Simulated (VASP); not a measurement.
A run of VASP 6.6.1:

The input POSCAR:

```
MgTe
1.0
    4.5775104488      0.0000000000      0.0000000000
   -2.2887552244      3.9642403347      0.0000000000
    0.0000000000      0.0000000000      7.4555751524
Mg Te
2 2
Direct
    0.3333333333      0.6666666667      0.0043977340
    0.6666666667      0.3333333333      0.5043977340
    0.3333333333      0.6666666667      0.3806022660
    0.6666666667      0.3333333333      0.8806022660
```

Contents of INCAR.step1:

```
SYSTEM = MgTe
  ALGO = Normal
  EDIFF = 1E-5
  ENCUT = 520
  GGA = PE
  GGA_COMPAT = .False.
  ISIF = 2
  ISMEAR = 0
  LASPH = .True.
  LCHARG = .False.
  LREAL = .False.
  LWAVE = .True.
  NBANDS = 16
  NELM = 120
  PREC = Accurate
  SIGMA = 0.01
```

INCAR.step2

```
SYSTEM = MgTe
  AEXX = 0.05
  ALGO = Normal
  EDIFF = 1E-6
  ENCUT = 520
  GGA = PE
  GGA_COMPAT = .False.
  HFSCREEN = 0.2078
  ISIF = 2
  ISMEAR = 0
  ISTART = 1
  LASPH = .True.
  LCHARG = .False.
  LHFCALC = .True.
  LREAL = .False.
  LWAVE = .False.
  NBANDS = 16
  NELM = 120
  PREC = Accurate
  PRECFOCK = Normal
  SIGMA = 0.01
```

The input KPOINTS:

```
k-points
0
Gamma
  6 6 2
  0 0 0
```

Potentials or basis: VASP PAW PBE potentials, release 64 (Mg, Te).

Launch:

```console
$ cat potpaw_PBE.64/Mg/POTCAR potpaw_PBE.64/Te/POTCAR > POTCAR
$ cp INCAR.step1 INCAR
$ mpirun -np 1 vasp_std > vasp.out
$ cp INCAR.step2 INCAR
$ mpirun -np 1 vasp_std > vasp.out
```

Hardware: 1 thread of Intel(R) Xeon(R) Platinum 8259CL CPU @ 2.50GHz (Skylake/Cascade Lake), with other jobs on the host.

**Question.** Estimate the wall time of this run.

**Answer.** Run time: 29 min on 1 thread of Intel(R) Xeon(R) Platinum 8259CL CPU @ 2.50GHz (Skylake/Cascade Lake), on a shared host, peak memory 0.38 GiB. Counts: k points 14.
